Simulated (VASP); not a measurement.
Set up this calculation in VASP 6.6.1, as the native input.

| Quantity | Value |
| --- | --- |
| Task | single point |
| Functional | LDA |
| Potentials or basis | VASP PAW LDA potentials, release 64 (K_sv, Sn_d, O) |
| Cutoff | 520 eV |
| k mesh | 4 × 4 × 4 |
| Occupations | gaussian, width 0.05 eV |
| Spin | no spin polarisation |
| Dipole correction | no |
| Further INCAR settings | ALGO = Normal; EDIFF = 1e-07; NBANDS = 28 |

The structure of KSnO3 lies in POSCAR:

```
KSnO3
1.0
    4.0516053316      0.0000000000      0.0000000000
    0.0000000000      4.0516053316      0.0000000000
    0.0000000000      0.0000000000      4.0516053316
K Sn O
1 1 3
Direct
    0.0000000000      0.0000000000      0.0000000000
    0.5000000000      0.5000000000      0.5000000000
    0.5000000000      0.5000000000      0.0000000000
    0.0000000000      0.5000000000      0.5000000000
    0.5000000000      0.0000000000      0.5000000000
```

One way to write it, as run:

INCAR

```
PREC = Accurate
ENCUT = 520
EDIFF = 1E-7
ISMEAR = 0
SIGMA = 0.05
LREAL = F
LASPH = T
NELM = 100
ALGO = Normal
ISIF = 2
LWAVE = F
LCHARG = F
NBANDS = 28
```

KPOINTS

```
regular mesh
0
Gamma
  4 4 4
```

Potentials or basis: VASP PAW LDA potentials, release 64 (K_sv, Sn_d, O).

Launch:

```sh
$ cat potpaw_LDA.64/K_sv/POTCAR potpaw_LDA.64/Sn_d/POTCAR potpaw_LDA.64/O/POTCAR > POTCAR
$ mpirun -np 1 vasp_std > vasp.out
```

It gave:

```
Pressure : 0.7 GPa
```

Caveat: the k points lie up to 0.39 Å⁻¹ apart; an odd number of electrons without spin polarisation forces a metal; a magnetic or distorted state may lie lower.

It took 19 s on 1 thread of Intel(R) Xeon(R) Platinum 8375C CPU @ 2.90GHz (Ice Lake) (shared host), peak memory 0.15 GiB.
